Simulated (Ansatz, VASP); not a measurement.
**One calculation of Al, two programs**

```
CELL_PARAMETERS angstrom
-1.56735 1.56735 1.56735
1.56735 -1.56735 1.56735
1.56735 1.56735 -1.56735
ATOMIC_POSITIONS crystal
Al 0.00000 0.00000 0.00000
```

Change from the starting cell: strain -0.015 along x and y, -0.015 along z, atoms carried along.

Alike in both runs: task single point; functional PBEsol; k mesh 20 × 20 × 20; occupations gaussian, width 0.15 eV; no spin polarisation.

|  | VASP | Ansatz |
| --- | --- | --- |
| version | VASP 6.6.1 | Ansatz 0.2.0 |
| potentials or method | VASP PAW PBE potentials, release 64 (Al), cutoff 520 eV | scalar-relativistic, plane waves, PAW |
| valence electrons in the cell | 3 | 3 |

Ansatz gave:

- gap on the k mesh at the Fermi level (eV): none
- pressure (GPa): 6.3

Task: Which values does VASP return?

Result: gap on the k mesh at the Fermi level (eV): none; pressure (GPa): 6.4.

VASP's potentials were made for PBE, not for PBEsol. A gap of «none» marks a metal or a gap that the smearing closes.
